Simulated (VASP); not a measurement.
# Ni (Fd-3m) in VASP: a series of runs

Ni is run at these levels: PBEsol+D3(BJ), PBEsol; tasks: single point.

Program: VASP 6.6.1. These are calculated values, not measurements. Logs are shortened: lines on timing, memory, paths and dates and some standing lists are left out, and cuts for length are marked.

## Step 1: The cell of the first run

It takes space group Fd-3m (No. 227, cubic). The conventional cell has a = 4.837 Å, b = 4.837 Å, c = 4.837 Å, α = 90.00°, β = 90.00°, γ = 90.00°. Ni (site symmetry -43m) has 4 Ni at 2.09 Å within 2.8 Å.

## Step 2: Single point, PBEsol+D3(BJ), collinear spin, ferrimagnetic start

File INCAR:

```
PREC = Accurate ; ENCUT = 520
EDIFF = 1E-6 ; ISMEAR = -1
SIGMA = 0.08 ; LREAL = F
LASPH = T ; NELM = 150
ALGO = Normal ; ISIF = 2
LWAVE = F ; LCHARG = T
ISPIN = 2 ; MAGMOM = -4 2
LORBIT = 11 ; LMAXMIX = 4
GGA = PS ; IVDW = 12
LELF = T ; LVHAR = T
NBANDS = 21
```

File KPOINTS:

```
regular mesh
0
Gamma
  14 14 14
```

File POSCAR:

```
Ni
1.0
    0.0000000000      2.4182848600      2.4182848600
    2.4182848600      0.0000000000      2.4182848600
    2.4182848600      2.4182848600      0.0000000000
Ni
2
Direct
   -0.1250000000     -0.1250000000     -0.1250000000
    0.1250000000      0.1250000000      0.1250000000
```

Potentials or basis: VASP PAW PBE potentials, release 64 (Ni).

The run is started by

```
cat potpaw_PBE.64/Ni/POTCAR > POTCAR
mpirun -np 1 vasp_std > vasp.out
```

OUTCAR:

```text
PREC = Accurate
   ENCUT = 520
   EDIFF = 1E-6
   ISMEAR = -1
   LREAL = F
   LASPH = T
   NELM = 150
   ISIF = 2
   ISPIN = 2
   LORBIT = 11
   GGA = PS
   IVDW = 12
 IVDW          = 12

 ion  position               nearest neighbor table
   1  0.875  0.875  0.875-   2 2.09   2 2.09   2 2.09   2 2.09
   2  0.125  0.125  0.125-   1 2.09   1 2.09   1 2.09   1 2.09

  LATTYP: Found a face centered cubic cell.
 ALAT       =     4.8365697200

  Lattice vectors:

 A1 = (   0.0000000000,   2.4182848600,   2.4182848600)
 A2 = (   2.4182848600,   0.0000000000,   2.4182848600)
 A3 = (   2.4182848600,   2.4182848600,   0.0000000000)

Analysis of symmetry for initial positions (statically):
=====================================================================
 Subroutine PRICEL returns:
 Original cell was already a primitive cell.

 Routine SETGRP: Setting up the symmetry group for a
 face centered cubic supercell.

 Subroutine GETGRP returns: Found 48 space group operations
 (whereof 12 operations were pure point group operations)
 out of a pool of 48 trial point group operations.

The static configuration has the point symmetry D_3d.
 The point group associated with its full space group is O_h .

Analysis of symmetry for dynamics (positions and initial velocities):
=====================================================================
 Subroutine PRICEL returns:
 Original cell was already a primitive cell.

 Routine SETGRP: Setting up the symmetry group for a
 face centered cubic supercell.

 Subroutine GETGRP returns: Found 48 space group operations
 (whereof 12 operations were pure point group operations)
 out of a pool of 48 trial point group operations.

The dynamic configuration has the point symmetry D_3d.
 The point group associated with its full space group is O_h .

Analysis of structural, dynamic, and magnetic symmetry:
=====================================================================
 Subroutine PRICEL returns:
 Original cell was already a primitive cell.

 Routine SETGRP: Setting up the symmetry group for a
 face centered cubic supercell.

 Subroutine GETGRP returns: Found 24 space group operations
 (whereof  6 operations were pure point group operations)
 out of a pool of 48 trial point group operations.

The overall configuration has the point symmetry C_3v.
[... 117 lines left out ...]
   IALGO  =     38    algorithm
   IMIX   =      4    mixing-type and parameters
     AMIX     =   0.40;   BMIX     =  1.00
     AMIX_MAG =   1.60;   BMIX_MAG =  1.00
  volume/ion in A,a.u.               =      14.14        95.44
  Fermi-wavevector in a.u.,A,eV,Ry     =   1.458481  2.756129 28.941853  2.127166
  Thomas-Fermi vector in A             =   2.575160
   LORBIT       =     11    0 simple, 1 ext, 2 COOP (PROOUT), +10 PAW based schemes
   GGA     = PS    functional components
   LHFCALC =     F    Hartree Fock is set to
   AEXX    =    0.0000 exact exchange contribution
   IVDW    =    12    specifies the selected vdW correction
   LEPSILON=     F    determine dielectric tensor
   LRPA    =     F    only Hartree local field effects (RPA)
 spin polarized calculation
  energy-cutoff  :      520.00
  volume of cell :       28.28
 maximum number of plane-waves:       778
 NGX is ok and might be reduce to    28
   NGX = 13   NGY = 13   NGZ = 13

 number of electron      19.9999986 magnetization      -1.5573329

 Free energy of the ion-electron system (eV)
  ---------------------------------------------------
  ext. energy  EPLUGINS =         0.00000000
  ---------------------------------------------------
  free energy    TOTEN  =        -9.50252869 eV

  energy without entropy =       -9.44223795  energy(sigma->0) =       -9.47238332

 E-fermi :   6.1550     XC(G=0): -11.6758

 val. band max:        6.1547708518   @ k =   0.5000   0.0714   0.0000
 cond. band min:       6.1554881349   @ k =  -0.2857   0.0714   0.0000
 fundamental gap:      0.0007172831
 Fermi energy:         6.1550058742

 spin component 1

 k-point     1 :       0.0000    0.0000    0.0000
  band No.  band energies     occupation
      1      -1.2621      1.00000
      2       3.1295      1.00000
      3       3.1295      1.00000
      4       3.2361      1.00000
      5       3.2361      1.00000
      6       3.2361      1.00000
[... 565 lines left out ...]
     20      26.4246      0.00000
     21      27.8715      0.00000

 [... further k-points ...]

 spin component 2

 k-point     1 :       0.0000    0.0000    0.0000
  band No.  band energies     occupation
      1      -1.2916      1.00000
      2       2.4076      1.00000
      3       2.4076      1.00000
      4       2.5132      1.00000
      5       2.5132      1.00000
      6       2.5132      1.00000
[... 565 lines left out ...]
     20      26.3359      0.00000
     21      27.7801      0.00000

 [... further k-points ...]

------------------------ aborting loop because EDIFF is reached ----------------------------------------

 Edisp (eV)   -0.70045

 E8    (eV) :    -0.4582

  FORCE on cell =-STRESS in cart. coord.  units (eV):
  Direction    XX          YY          ZZ          XY          YZ          ZX
  --------------------------------------------------------------------------------------
  -------------------------------------------------------------------------------------
  Total       1.70139     1.70139     1.70139     0.00000     0.00000    -0.00000
  in kB      96.37446    96.37446    96.37446     0.00000     0.00000    -0.00000
  external pressure =       96.37 kB  Pullay stress =        0.00 kB

 VOLUME and BASIS-vectors are now :
 -----------------------------------------------------------------------------
  energy-cutoff  :      520.00
  volume of cell :       28.28
      direct lattice vectors                 reciprocal lattice vectors
     0.000000000  2.418284860  2.418284860    -0.206758107  0.206758107  0.206758107
     2.418284860  0.000000000  2.418284860     0.206758107 -0.206758107  0.206758107
     2.418284860  2.418284860  0.000000000     0.206758107  0.206758107 -0.206758107

 POSITION                                       TOTAL-FORCE (eV/Angst)
 -----------------------------------------------------------------------------------
      4.23200      4.23200      4.23200         0.000000      0.000000      0.000000
      0.60457      0.60457      0.60457        -0.000000     -0.000000     -0.000000
 -----------------------------------------------------------------------------------
    total drift:                               -0.000000     -0.000000     -0.000000

  FREE ENERGIE OF THE ION-ELECTRON SYSTEM (eV)
  ---------------------------------------------------
  free  energy   TOTEN  =       -10.2029750723 eV

  energy  without entropy=      -10.1426843324  energy(sigma->0) =      -10.17282970

 total charge

# of ion       s       p       d       tot
------------------------------------------
    1        0.599   0.449   8.395   9.443
    2        0.599   0.449   8.395   9.443
--------------------------------------------------
tot          1.198   0.898  16.791  18.887

 magnetization (x)

# of ion       s       p       d       tot
------------------------------------------
    1        0.014   0.014  -0.797  -0.769
    2        0.014   0.014  -0.797  -0.769
--------------------------------------------------
tot          0.027   0.028  -1.593  -1.538
```

Wall time 2.2 min (1 thread of AMD EPYC 9R45 (Zen 5), shared host); peak memory 0.2 GiB.

What came out:

```yaml
Free_energy: -10.2030 eV
Pressure: 9.6 GPa
Net_moment: -1.56 μB per cell
Site_moments: Ni -0.77 μB
Valence_electrons_inside_the_program's_atomic_spheres: Ni 9.44
Dispersion_energy_per_atom: -0.350 eV
```

Levels at points of the mesh, in eV from the Fermi level:
Spin up:
```csv
k point,band 6,band 7,band 8,band 9,band 10,band 11,band 12,band 13
"(0.00, 0.00, 0.00)",-2.92,-1.12,-1.12,-1.12,0.20,0.20,13.28,13.28
"(0.50, 0.00, 0.00)",-2.90,-1.82,-0.66,-0.66,0.00,0.00,1.29,9.63
"(0.50, 0.50, 0.00)",-2.26,-1.36,-1.36,0.16,0.16,1.66,1.66,4.74
```
Spin down:
| k point | band 9 | band 10 | band 11 | band 12 | band 13 | band 14 |
| --- | --- | --- | --- | --- | --- | --- |
| (0.00, 0.00, 0.00) | -1.91 | -0.71 | -0.71 | 13.09 | 13.09 | 13.09 |
| (0.50, 0.00, 0.00) | -1.49 | -0.90 | -0.90 | 0.60 | 9.48 | 9.48 |
| (0.50, 0.50, 0.00) | -0.74 | -0.74 | 1.14 | 1.14 | 4.71 | 4.71 |

Caveat: three body term missing; the PAW data sets were made with another functional, which shifts forces and pressure a little; the moment fell far below its start of 4 μB, so a state of higher moment may lie lower in energy; pairwise dispersion overbinds metals, which lowers pressure and volume.

## Step 3: Single point, PBEsol, collinear spin, ferromagnetic start

This run uses another cell than the first one, of 15.71 Å³/atom, 1.111 times its volume.

File INCAR:

```
SYSTEM = Ni
PREC = Accurate ; ENCUT = 520
EDIFF = 1E-7 ; ISMEAR = -1
SIGMA = 0.08 ; LREAL = .FALSE.
LASPH = .TRUE. ; NELM = 150
ALGO = Normal ; ISIF = 2
LWAVE = .FALSE. ; LCHARG = .FALSE.
ISPIN = 2 ; MAGMOM = 1 1
LORBIT = 11 ; LMAXMIX = 4
GGA = PS ; NBANDS = 21
```

File KPOINTS:

```
regular mesh
0
G
  14 14 14
  0 0 0
```

File POSCAR:

```
Ni
1.0
    0.0000000000      2.5047244419      2.5047244419
    2.5047244419      0.0000000000      2.5047244419
    2.5047244419      2.5047244419      0.0000000000
Ni
2
Direct
   -0.1250000000     -0.1250000000     -0.1250000000
    0.1250000000      0.1250000000      0.1250000000
```

Potentials or basis: VASP PAW PBE potentials, release 64 (Ni).

The run is started by

```
cat potpaw_PBE.64/Ni/POTCAR > POTCAR
mpirun -np 1 vasp_std > vasp.out
```

Run time: 2.3 min. Hardware: 1 thread of AMD EPYC 9R45 (Zen 5), shared host; peak memory 0.2 GiB.

It converged, with:

```yaml
Free_energy: -9.6251 eV
Pressure: -0.1 GPa
Net_moment: 1.57 μB per cell
Site_moments: Ni +0.78 μB
Valence_electrons_inside_the_program's_atomic_spheres: Ni 9.29
```

Levels at points of the mesh, in eV from the Fermi level:
Spin up:
```tsv
k point	band 7	band 8	band 9	band 10	band 11	band 12	band 13	band 14	band 15	band 16
(0.00, 0.00, 0.00)	-1.76	-1.76	-1.76	-0.74	-0.74	12.07	12.07	12.07	12.58	12.58
(0.50, 0.00, 0.00)	-1.62	-1.41	-1.41	-0.90	-0.90	0.41	8.76	8.76	12.37	12.88
(0.50, 0.50, 0.00)	-1.99	-1.99	-0.77	-0.77	0.99	0.99	4.50	4.50	9.50	9.50
```
Spin down:
```csv
k point,band 7,band 8,band 9,band 10,band 11,band 12
"(0.00, 0.00, 0.00)",-0.95,-0.95,-0.95,0.16,0.16,12.25
"(0.50, 0.00, 0.00)",-1.58,-0.58,-0.58,0.00,0.00,1.12
"(0.50, 0.50, 0.00)",-1.17,-1.17,0.14,0.14,1.50,1.50
```

Caveat: the PAW data sets were made with another functional, which shifts forces and pressure a little.
